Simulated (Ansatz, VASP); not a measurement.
## One calculation of K2S, two programs

File POSCAR:

```
K2S
1.0
    0.0000000000      3.7027051400      3.7027051400
    3.7027051400      0.0000000000      3.7027051400
    3.7027051400      3.7027051400      0.0000000000
K S
2 1
Direct
    0.7500000000      0.7500000000      0.7500000000
    0.2500000000      0.2500000000      0.2500000000
    0.0000000000      0.0000000000      0.0000000000
```

The input INCAR.step1:

```
ALGO = Normal
EDIFF = 1E-5
ENCUT = 550
GGA = PE
GGA_COMPAT = False
ISMEAR = 0
LASPH = True
LCHARG = False
LREAL = False
LWAVE = True
NBANDS = 19
NELM = 120
PREC = Accurate
SIGMA = 0.01
```

The input INCAR.step2:

```
ALGO = Normal
EDIFF = 1E-6
ENCUT = 550
GGA_COMPAT = False
ISIF = 2
ISMEAR = 0
ISTART = 1
LASPH = True
LCHARG = False
LMIXTAU = True
LREAL = False
LWAVE = False
METAGGA = R2SCAN
NBANDS = 19
NELM = 120
PREC = Accurate
SIGMA = 0.01
```

File KPOINTS:

```
k-points
0
Gamma
  6 6 6
```

Input for Ansatz:

```yaml
crystal:
  lattice:
    - [0.0, 3.70270514, 3.70270514]
    - [3.70270514, 0.0, 3.70270514]
    - [3.70270514, 3.70270514, 0.0]
  atoms:
    - { symbol: K, position: [0.75, 0.75, 0.75] }
    - { symbol: K, position: [0.25, 0.25, 0.25] }
    - { symbol: S, position: [0.0, 0.0, 0.0] }
kpoints:
  mp_grid: { grid: [6, 6, 6] }
  band_path:
    path:
      - [0.0, 0.0, 0.0]
      - [0.5, 0.0, 0.5]
      - [0.625, 0.25, 0.625]
      - [0.375, 0.375, 0.75]
      - [0.5, 0.5, 0.5]
      - [0.5, 0.25, 0.75]
      - [0.0, 0.5, 0.5]
    npoints: 1
hamiltonian:
  xc: r2scan
scf:
  occupations: { method: fixed }
  n_extra_bands: 4
output:
  forces: true
  stress: true
  eigenvalues: true
```

Alike in both runs: task single point; functional r2SCAN; k mesh 6 × 6 × 6; no spin polarisation.

|  | VASP | Ansatz |
| --- | --- | --- |
| version | VASP 6.6.1 | Ansatz 0.2.0 |
| potentials or method | VASP PAW PBE potentials, release 64 (K_sv, S) | plane waves, PAW |
| plane-wave cutoff (eV) | 550 | 500 |
| occupations | gaussian, width 0.01 eV | fixed |
| valence electrons in the cell | 24 | 24 |

```csv
,VASP,Ansatz,Ansatz less VASP
gap on the k mesh at the Fermi level (eV),2.76,2.75,-0.006
pressure (GPa),0.0,0.0,-0.01
```

VASP's potentials were made for PBE, not for r2SCAN.
